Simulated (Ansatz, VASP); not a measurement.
One calculation of SnSe2, two programs

```
Sn Se
1.0
     3.83930    0.00000    0.00000
    -1.91965    3.32493    0.00000
     0.00000    0.00000    6.04685
Sn Se
1 2
Direct
  0.00000 0.00000 0.00000
  0.33333 0.66667 0.26381
  0.66667 0.33333 0.73619
```

Alike in both runs: task single point; functional PBE0; k mesh 4 × 4 × 2; occupations gaussian, width 0.05 eV; no spin polarisation.

```csv
,VASP,Ansatz
version,VASP 6.6.1,Ansatz 0.2.0
potentials or method,"VASP PAW PBE potentials, release 64 (Sn_d, Se), cutoff 520 eV","scalar-relativistic, plane waves, PAW"
valence electrons in the cell,26,46
```

|  | VASP | Ansatz | Ansatz less VASP |
| --- | --- | --- | --- |
| gap on the k mesh at the Fermi level (eV) | 2.09 | 2.03 | -0.058 |
| least direct gap on the mesh (eV) | 2.34 | 2.29 | -0.047 |
| pressure (GPa) | -0.8 | -0.6 | +0.22 |
| traceless stress, the component that is largest in VASP (GPa) | -0.92 | -0.93 | -0.017 |
| rms of the force components (eV/Å) | 0.264 | 0.269 | +0.0051 |

Atom by atom the forces differ by 0.005 eV/Å (rms over components). VASP's potentials hold 26 valence electrons a cell and Ansatz's 46, so a difference there can come from the potentials and not from the codes. Ansatz's warnings: stress exchange threshold loose, stress scf threshold loose.

The k mesh is coarse, so the values compare programs but aren't converged.
